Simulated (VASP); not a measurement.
A run of VASP 6.6.1 is set up as follows.

Contents of INCAR:

```
SYSTEM = Al2Pt
PREC     = Accurate       ! precision mode
ENCUT    = 520            ! plane-wave cutoff, eV
EDIFF    = 1E-6           ! SCF threshold, eV
ISMEAR   = -1             ! smearing method
SIGMA    = 0.05           ! smearing width, eV
LREAL    = .False.        ! projectors in reciprocal space
LASPH    = .True.         ! aspherical terms in the spheres
NELM     = 80             ! most SCF steps
ALGO     = Fast           ! electronic algorithm
ISIF     = 2              ! what is computed and relaxed
LWAVE    = .False.        ! write WAVECAR
LCHARG   = .False.        ! write CHGCAR
GGA      = PE             ! functional
NBANDS   = 15             ! bands
```

Contents of KPOINTS:

```
regular mesh
0
Gamma
  8 8 8
  0 0 0
```

POSCAR

```
Al2Pt
1.0
    0.0000000000      2.9745701068      2.9745701068
    2.9745701068      0.0000000000      2.9745701068
    2.9745701068      2.9745701068      0.0000000000
Pt Al
1 2
Direct
    0.0000000000      0.0000000000      0.0000000000
    0.7500000000      0.7500000000      0.7500000000
    0.2500000000      0.2500000000      0.2500000000
```

Potentials or basis: VASP PAW PBE potentials, release 64 (Pt, Al).

Run with:

```bash
$ cat potpaw_PBE.64/Pt/POTCAR potpaw_PBE.64/Al/POTCAR > POTCAR
$ mpirun -np 1 vasp_std > vasp.out
```

Q: Estimate the band gap on the k mesh.

A: Zero (band 8 reaches 11.48 eV, above the bottom of band 9 at 6.10 eV).

Q: Predict the pressure.

A: -0.3 GPa.

Caveat: spin-orbit coupling is left out, which moves the levels of the heavy elements.
